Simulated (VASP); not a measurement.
# VH (Fm-3m) in VASP: a series of runs, part 3 of 3

VASP 6.6.1. The steps go on from the part before.

### Step 6. Single point, PBEsol, collinear spin, ferromagnetic start

This run uses another cell than the first one, of 8.03 Å³/atom.

Input file INCAR:

```
SYSTEM = VH
PREC = Accurate
ENCUT = 520
EDIFF = 1E-7
ISMEAR = -1
SIGMA = 0.1
LREAL = .FALSE.
LASPH = .TRUE.
NELM = 150
ALGO = Normal
ISIF = 2
LWAVE = .FALSE.
LCHARG = .FALSE.
ISPIN = 2
MAGMOM = 1.5 0
LORBIT = 11
LMAXMIX = 4
GGA = PS
NBANDS = 18
```

Input file KPOINTS:

```
Automatic mesh
0
G
  13 13 13
  0 0 0
```

Input file POSCAR:

```
VH
1.0
    0.0000000000      2.0022687585      2.0022687585
    2.0022687585      0.0000000000      2.0022687585
    2.0022687585      2.0022687585      0.0000000000
V H
1 1
Direct
    0.0000000000      0.0000000000      0.0000000000
    0.5000000000      0.5000000000      0.5000000000
```

Potentials or basis: VASP PAW PBE potentials, release 64 (V_sv, H).

On the command line:

```
$ cat potpaw_PBE.64/V_sv/POTCAR potpaw_PBE.64/H/POTCAR > POTCAR
$ mpirun -np 1 vasp_std > vasp.out
```

OUTCAR:

```text
SYSTEM = VH
   PREC = Accurate
   ENCUT = 520
   EDIFF = 1E-7
   ISMEAR = -1
   LREAL = .FALSE.
   LASPH = .TRUE.
   NELM = 150
   ISIF = 2
   ISPIN = 2
   LORBIT = 11
   GGA = PS

 ion  position               nearest neighbor table
   1  0.000  0.000  0.000-
   2  0.500  0.500  0.500-

  LATTYP: Found a face centered cubic cell.
 ALAT       =     4.0045375170

  Lattice vectors:

 A1 = (   0.0000000000,   2.0022687585,   2.0022687585)
 A2 = (   2.0022687585,   0.0000000000,   2.0022687585)
 A3 = (   2.0022687585,   2.0022687585,   0.0000000000)

Analysis of symmetry for initial positions (statically):
=====================================================================
 Subroutine PRICEL returns:
 Original cell was already a primitive cell.

 Routine SETGRP: Setting up the symmetry group for a
 face centered cubic supercell.

 Subroutine GETGRP returns: Found 48 space group operations
 (whereof 48 operations were pure point group operations)
 out of a pool of 48 trial point group operations.

The static configuration has the point symmetry O_h .

Analysis of symmetry for dynamics (positions and initial velocities):
=====================================================================
 Subroutine PRICEL returns:
 Original cell was already a primitive cell.

 Routine SETGRP: Setting up the symmetry group for a
 face centered cubic supercell.

 Subroutine GETGRP returns: Found 48 space group operations
 (whereof 48 operations were pure point group operations)
 out of a pool of 48 trial point group operations.

The dynamic configuration has the point symmetry O_h .

Analysis of structural, dynamic, and magnetic symmetry:
=====================================================================
 Subroutine PRICEL returns:
 Original cell was already a primitive cell.

 Routine SETGRP: Setting up the symmetry group for a
 face centered cubic supercell.

 Subroutine GETGRP returns: Found 48 space group operations
 (whereof 48 operations were pure point group operations)
[... 147 lines left out ...]
  ---------------------------------------------------
  free energy    TOTEN  =       -13.35498853 eV

  energy without entropy =      -13.30124032  energy(sigma->0) =      -13.32811442

 E-fermi :   9.0808     XC(G=0): -12.8033

 val. band max:        9.0754100761   @ k =  -0.4615   0.1538   0.0000
 cond. band min:       9.0939189016   @ k =   0.0769   0.0000   0.0000
 fundamental gap:      0.0185088255
 Fermi energy:         9.0808135493

 spin component 1

 k-point     1 :       0.0000    0.0000    0.0000
  band No.  band energies     occupation
      1     -54.8610      1.00000
      2     -28.5103      1.00000
      3     -28.5103      1.00000
      4     -28.5103      1.00000
      5      -1.1218      1.00000
      6       9.0311      0.62170
[... 493 lines left out ...]
     17      34.8184      0.00000
     18      39.3804      0.00000

 [... further k-points ...]

 spin component 2

 k-point     1 :       0.0000    0.0000    0.0000
  band No.  band energies     occupation
      1     -54.8610      1.00000
      2     -28.5103      1.00000
      3     -28.5103      1.00000
      4     -28.5103      1.00000
      5      -1.1217      1.00000
      6       9.0311      0.62168
[... 493 lines left out ...]
     17      34.8184      0.00000
     18      39.3804      0.00000

 [... further k-points ...]

------------------------ aborting loop because EDIFF is reached ----------------------------------------

  FORCE on cell =-STRESS in cart. coord.  units (eV):
  Direction    XX          YY          ZZ          XY          YZ          ZX
  --------------------------------------------------------------------------------------
  -------------------------------------------------------------------------------------
  Total       -1.4021830     -1.4021830     -1.4021830      0.0000000      0.0000000      0.0000000
  in kB     -139.9323623   -139.9323623   -139.9323623      0.0000000      0.0000000      0.0000000
  external PRESSURE =    -139.9323623 kB  Pullay stress =       0.0000000 kB

 VOLUME and BASIS-vectors are now :
 -----------------------------------------------------------------------------
  energy-cutoff  :      520.00
  volume of cell :       16.05
      direct lattice vectors                 reciprocal lattice vectors
     0.000000000  2.002268759  2.002268759    -0.249716727  0.249716727  0.249716727
     2.002268759  0.000000000  2.002268759     0.249716727 -0.249716727  0.249716727
     2.002268759  2.002268759  0.000000000     0.249716727  0.249716727 -0.249716727

 POSITION                                       TOTAL-FORCE (eV/Angst)
 -----------------------------------------------------------------------------------
      0.00000      0.00000      0.00000         0.000000     -0.000000      0.000000
      2.00227      2.00227      2.00227        -0.000000      0.000000     -0.000000
 -----------------------------------------------------------------------------------
    total drift:                                0.000000     -0.000000     -0.000000

  FREE ENERGIE OF THE ION-ELECTRON SYSTEM (eV)
  ---------------------------------------------------
  free  energy   TOTEN  =       -13.3549885257 eV

  energy  without entropy=      -13.3012403197  energy(sigma->0) =      -13.32811442

 total charge

# of ion       s       p       d       tot
------------------------------------------
    1        2.258   6.219   3.085  11.562
    2        0.518   0.028   0.000   0.546
--------------------------------------------------
tot          2.776   6.247   3.085  12.108

 magnetization (x)

# of ion       s       p       d       tot
------------------------------------------
    1        0.000   0.000   0.000   0.000
    2       -0.000  -0.000   0.000  -0.000
--------------------------------------------------
tot         -0.000   0.000   0.000   0.000
```

It took 61 s on 1 thread of AMD EPYC 7R13 (Zen 3), shared host; peak memory 0.14 GiB.

What came out:

* Free energy: -13.3550 eV
* Pressure: -14.0 GPa
* Band gap on the k mesh: zero (filled and empty bands overlap)
* Net moment: 0.00 μB per cell
* Valence electrons inside the program's atomic spheres: V 11.56; H 0.55

Caveat: the cell stands under tension; the moments typed at the start vanished in this run; the PAW data sets were made with another functional, which shifts forces and pressure a little.

### Step 7. Summary

```csv
cell,gap on the mesh (eV),pressure (GPa),moment (μB)
"a = 2.759 Å, angles 60.0°, 2 atoms",none,0.4,0.00
"a = 2.777 Å, angles 60.0°, 2 atoms",none,-3.8,0.00
"a = 2.796 Å, angles 60.0°, 2 atoms",none,-7.6,0.00
"a = 2.814 Å, angles 60.0°, 2 atoms",none,-11.0,0.00
"a = 2.832 Å, angles 60.0°, 2 atoms",none,-14.0,0.00
```

Alike in all rows: task single point; level PBEsol; potentials or basis VASP PAW PBE potentials, release 64 (V_sv, H); spin collinear, ferromagnetic start; k mesh 13 × 13 × 13; cutoff (eV) 520; smearing fermi-dirac 0.1 eV.

Caveats: the moments typed at the start vanished in this run; the PAW data sets were made with another functional, which shifts forces and pressure a little; the cell stands under tension (at least some runs).

Absolute energies hang on the potentials; compare differences alone.

The gap in the log of VASP goes by the Fermi energy; the results here count the filled bands.